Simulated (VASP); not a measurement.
# MgF2 (P4_2/mnm) in VASP: further runs, part 2 of 3

VASP 6.6.1. The steps go on from the part before.

## (4) Single point, r2SCAN

This run uses another cell than the first one, of 10.85 Å³/atom.

POSCAR

```
MgF2
1.0
    4.6218785497      0.0000000000      0.0000000000
    0.0000000000      4.6218785497      0.0000000000
    0.0000000000      0.0000000000      3.0461101704
Mg F
2 4
Direct
    0.0000000000      0.0000000000      0.0000000000
    0.5000000000      0.5000000000      0.5000000000
    0.3029437417      0.3029437417      0.0000000000
    0.1970562583      0.8029437417      0.5000000000
    0.6970562583      0.6970562583      0.0000000000
    0.8029437417      0.1970562583      0.5000000000
```

INCAR.step1

```
ALGO = Normal ; EDIFF = 1E-5
ENCUT = 660 ; GGA = PE
GGA_COMPAT = False ; ISMEAR = 0
LASPH = True ; LCHARG = False
LREAL = False ; LWAVE = True
NBANDS = 25 ; NELM = 120
PREC = Accurate ; SIGMA = 0.02
```

INCAR.step2

```
ALGO = Normal ; EDIFF = 1E-6
ENCUT = 660 ; GGA_COMPAT = False
ISIF = 2 ; ISMEAR = 0
ISTART = 1 ; LASPH = True
LCHARG = True ; LELF = True
LMIXTAU = True ; LREAL = False
LVHAR = True ; LWAVE = False
METAGGA = R2SCAN ; NBANDS = 25
NELM = 120 ; PREC = Accurate
SIGMA = 0.02
```

KPOINTS

```
k-points
0
Gamma
  6 6 8
```

Potentials or basis: VASP PAW PBE potentials, release 64 (Mg, F).

The run is started by

```console
$ cat potpaw_PBE.64/Mg/POTCAR potpaw_PBE.64/F/POTCAR > POTCAR
$ cp INCAR.step1 INCAR
$ mpirun -np 1 vasp_std > vasp.out
$ cp INCAR.step2 INCAR
$ mpirun -np 1 vasp_std > vasp.out
```

OUTCAR:

```text
EDIFF = 1E-6
   ENCUT = 660
   ISIF = 2
   ISMEAR = 0
   ISTART = 1
   LASPH = True
   LREAL = False
   METAGGA = R2SCAN
   NELM = 120
   PREC = Accurate

 ion  position               nearest neighbor table
   1  0.000  0.000  0.000-   3 1.98   5 1.98   4 1.99   6 1.99   4 1.99   6 1.99   2 3.61   2 3.61
                             2 3.61   2 3.61   2 3.61   2 3.61   2 3.61   2 3.61
   2  0.500  0.500  0.500-   4 1.98   6 1.98   5 1.99   3 1.99   3 1.99   5 1.99   1 3.61   1 3.61
                             1 3.61   1 3.61   1 3.61   1 3.61   1 3.61   1 3.61
   3  0.303  0.303  0.000-   1 1.98   2 1.99   2 1.99
   4  0.197  0.803  0.500-   2 1.98   1 1.99   1 1.99
   5  0.697  0.697  0.000-   1 1.98   2 1.99   2 1.99
   6  0.803  0.197  0.500-   2 1.98   1 1.99   1 1.99

  LATTYP: Found a simple tetragonal cell.
 ALAT       =     4.6218785497
 C/A-ratio  =     0.6590632224

  Lattice vectors:

 A1 = (   4.6218785497,   0.0000000000,   0.0000000000)
 A2 = (   0.0000000000,   4.6218785497,   0.0000000000)
 A3 = (   0.0000000000,   0.0000000000,   3.0461101704)

Analysis of symmetry for initial positions (statically):
[... 187 lines left out ...]
 cond. band min:       6.1858532968   @ k =   0.0000   0.0000   0.0000
 fundamental gap:      8.0341207018
 Fermi energy:        -1.7069100644

 k-point     1 :       0.0000    0.0000    0.0000
  band No.  band energies     occupation
      1     -23.7206      2.00000
      2     -22.9382      2.00000
      3     -22.9382      2.00000
      4     -22.8480      2.00000
      5      -5.8986      2.00000
      6      -4.3663      2.00000
[... 661 lines left out ...]
     24      15.5872      0.00000
     25      17.0939      0.00000

 [... further k-points ...]

------------------------ aborting loop because EDIFF is reached ----------------------------------------

  FORCE on cell =-STRESS in cart. coord.  units (eV):
  Direction    XX          YY          ZZ          XY          YZ          ZX
  --------------------------------------------------------------------------------------
  -------------------------------------------------------------------------------------
  Total       -0.5716831     -0.5716831     -0.6288186     -0.0000000      0.0000000      0.0000000
  in kB      -14.0761296    -14.0761296    -15.4829360     -0.0000000      0.0000000      0.0000000
  external PRESSURE =     -14.5450650 kB  Pullay stress =       0.0000000 kB

 VOLUME and BASIS-vectors are now :
 -----------------------------------------------------------------------------
  energy-cutoff  :      660.00
  volume of cell :       65.07
      direct lattice vectors                 reciprocal lattice vectors
     4.621878550  0.000000000  0.000000000     0.216362241  0.000000000  0.000000000
     0.000000000  4.621878550  0.000000000     0.000000000  0.216362241  0.000000000
     0.000000000  0.000000000  3.046110170     0.000000000  0.000000000  0.328287535

 POSITION                                       TOTAL-FORCE (eV/Angst)
 -----------------------------------------------------------------------------------
      0.00000      0.00000      0.00000         0.000000     -0.000000      0.000000
      2.31094      2.31094      1.52306         0.000000     -0.000000      0.000000
      1.40017      1.40017      0.00000         0.005154      0.005154      0.000000
      0.91077      3.71111      1.52306        -0.005154      0.005154      0.000000
      3.22171      3.22171      0.00000        -0.005154     -0.005154      0.000000
      3.71111      0.91077      1.52306         0.005154     -0.005154      0.000000
 -----------------------------------------------------------------------------------
    total drift:                                0.000000     -0.000000     -0.000000

  FREE ENERGIE OF THE ION-ELECTRON SYSTEM (eV)
  ---------------------------------------------------
  free  energy   TOTEN  =       -43.8586573219 eV

  energy  without entropy=      -43.8586573219  energy(sigma->0) =      -43.85865732
```

It took 3.1 min on 1 thread of Intel Xeon 6975P-C (Granite Rapids), shared host; peak memory 0.27 GiB.

Results:

```
Free energy            : -43.8587 eV
Pressure               : -1.5 GPa
Largest force          : 0.007 eV/Å
Band gap on the k mesh : 8.03 eV
```

Forces on the atoms (eV/Å):
```
Mg   0.000  0.000  0.000
Mg   0.000  0.000  0.000
F    0.005  0.005  0.000
F   -0.005  0.005  0.000
F   -0.005 -0.005  0.000
F    0.005 -0.005  0.000
```

Caveat: the PAW data sets were made with another functional, which shifts forces and pressure a little. r2SCAN opens gaps a little over a GGA but as a rule still falls short of measured ones.

## (5) Single point, r2SCAN (11.17 Å³/atom)

This run uses another cell than the first one, of 11.17 Å³/atom.

POSCAR

```
MgF2
1.0
    4.6719309040      0.0000000000      0.0000000000
    0.0000000000      4.6719309040      0.0000000000
    0.0000000000      0.0000000000      3.0706270231
Mg F
2 4
Direct
    0.0000000000      0.0000000000      0.0000000000
    0.5000000000      0.5000000000      0.5000000000
    0.3035520363      0.3035520363      0.0000000000
    0.1964479637      0.8035520363      0.5000000000
    0.6964479637      0.6964479637      0.0000000000
    0.8035520363      0.1964479637      0.5000000000
```

INCAR.step1

```
  PREC = Accurate
  ENCUT = 660
  ISMEAR = 0
  SIGMA = 0.02
  LREAL = F
  LASPH = T
  NELM = 120
  NBANDS = 25
  GGA = PE
  ALGO = Normal
  EDIFF = 1E-5
  LWAVE = T
  LCHARG = F
  GGA_COMPAT = F
```

INCAR.step2

```
  PREC = Accurate
  ENCUT = 660
  EDIFF = 1E-6
  ISMEAR = 0
  SIGMA = 0.02
  LREAL = F
  LASPH = T
  NELM = 120
  ALGO = Normal
  ISIF = 2
  LWAVE = F
  LCHARG = F
  METAGGA = R2SCAN
  LMIXTAU = T
  NBANDS = 25
  ISTART = 1
  GGA_COMPAT = F
```

KPOINTS

```
Automatic mesh
0
Gamma
  6 6 8
```

Potentials or basis: VASP PAW PBE potentials, release 64 (Mg, F).

The run is started by

```console
$ cat potpaw_PBE.64/Mg/POTCAR potpaw_PBE.64/F/POTCAR > POTCAR
$ cp INCAR.step1 INCAR
$ mpirun -np 1 vasp_std > vasp.out
$ cp INCAR.step2 INCAR
$ mpirun -np 1 vasp_std > vasp.out
```

OUTCAR:

```text
PREC = Accurate
   ENCUT = 660
   EDIFF = 1E-6
   ISMEAR = 0
   LREAL = F
   LASPH = T
   NELM = 120
   ISIF = 2
   METAGGA = R2SCAN
   ISTART = 1

 ion  position               nearest neighbor table
   1  0.000  0.000  0.000-   3 2.01   5 2.01   4 2.01   6 2.01   4 2.01   6 2.01   2 3.64   2 3.64
                             2 3.64   2 3.64   2 3.64   2 3.64   2 3.64   2 3.64
   2  0.500  0.500  0.500-   4 2.01   6 2.01   5 2.01   3 2.01   3 2.01   5 2.01   1 3.64   1 3.64
                             1 3.64   1 3.64   1 3.64   1 3.64   1 3.64   1 3.64
   3  0.304  0.304  0.000-   1 2.01   2 2.01   2 2.01
   4  0.196  0.804  0.500-   2 2.01   1 2.01   1 2.01
   5  0.696  0.696  0.000-   1 2.01   2 2.01   2 2.01
   6  0.804  0.196  0.500-   2 2.01   1 2.01   1 2.01
[... 883 lines left out ...]
  Total       -1.7819625     -1.7819625     -1.8433443      0.0000000      0.0000000      0.0000000
  in kB      -42.5980054    -42.5980054    -44.0653426      0.0000000      0.0000000      0.0000000
  external PRESSURE =     -43.0871178 kB  Pullay stress =       0.0000000 kB

 VOLUME and BASIS-vectors are now :
 -----------------------------------------------------------------------------
  energy-cutoff  :      660.00
  volume of cell :       67.02
      direct lattice vectors                 reciprocal lattice vectors
     4.671930904  0.000000000  0.000000000     0.214044261  0.000000000  0.000000000
     0.000000000  4.671930904  0.000000000     0.000000000  0.214044261  0.000000000
     0.000000000  0.000000000  3.070627023     0.000000000  0.000000000  0.325666384

 POSITION                                       TOTAL-FORCE (eV/Angst)
 -----------------------------------------------------------------------------------
      0.00000      0.00000      0.00000         0.000000      0.000000     -0.000000
      2.33597      2.33597      1.53531         0.000000      0.000000     -0.000000
      1.41817      1.41817      0.00000         0.004143      0.004143     -0.000000
      0.91779      3.75414      1.53531        -0.004143      0.004143     -0.000000
      3.25376      3.25376      0.00000        -0.004143     -0.004143      0.000000
      3.75414      0.91779      1.53531         0.004143     -0.004143     -0.000000
 -----------------------------------------------------------------------------------
    total drift:                                0.000000      0.000000      0.000000

  FREE ENERGIE OF THE ION-ELECTRON SYSTEM (eV)
  ---------------------------------------------------
  free  energy   TOTEN  =       -43.8307736083 eV

  energy  without entropy=      -43.8307736083  energy(sigma->0) =      -43.83077361
```

It took 2.9 min on 1 thread of Intel Xeon 6975P-C (Granite Rapids), shared host; peak memory 0.27 GiB.

What came out:

* Free energy: -43.8308 eV
* Pressure: -4.3 GPa
* Largest force: 0.006 eV/Å
* Band gap on the k mesh: 7.83 eV

Forces in eV/Å, atoms in the order of the input:
```
Mg   0.000  0.000  0.000
Mg   0.000  0.000  0.000
F    0.004  0.004  0.000
F   -0.004  0.004  0.000
F   -0.004 -0.004  0.000
F    0.004 -0.004  0.000
```

Caveat: the cell stands under tension; the PAW data sets were made with another functional, which shifts forces and pressure a little.

(Continued in part 3 of 3.)
